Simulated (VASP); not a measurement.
Input of a VASP 6.6.1 run:

INCAR

```
PREC = Accurate
ENCUT = 520
EDIFF = 1E-7
ISMEAR = 0
SIGMA = 0.1
LREAL = False
LASPH = True
NELM = 80
ALGO = Normal
ISIF = 2
LWAVE = False
LCHARG = False
LDIPOL = True
IDIPOL = 3
DIPOL = 0.5 0.5 0.500
NBANDS = 18
```

Contents of KPOINTS:

```
Automatic mesh
0
Gamma
  6 6 1
```

Contents of POSCAR:

```
Sc
1.0
    3.1961226510      0.0000000000      0.0000000000
    1.5980613255      2.7679234093      0.0000000000
    0.0000000000      0.0000000000     18.6096232167
Sc
2
Direct
    0.0000000000      0.0000000000      0.4298851141
    0.3333333333      0.3333333333      0.5701148859
```

Potentials or basis: VASP PAW LDA potentials, release 64 (Sc_sv).

Run with:

```sh
$ cat potpaw_LDA.64/Sc_sv/POTCAR > POTCAR
$ mpirun -np 1 vasp_std > vasp.out
```

Task: Predict the largest force.

Result: 0.550 eV/Å.

Forces on the atoms (eV/Å):
```
Sc   0.000  0.000  0.550
Sc   0.000  0.000 -0.550
```

Caveat: the k points lie up to 0.38 Å⁻¹ apart.
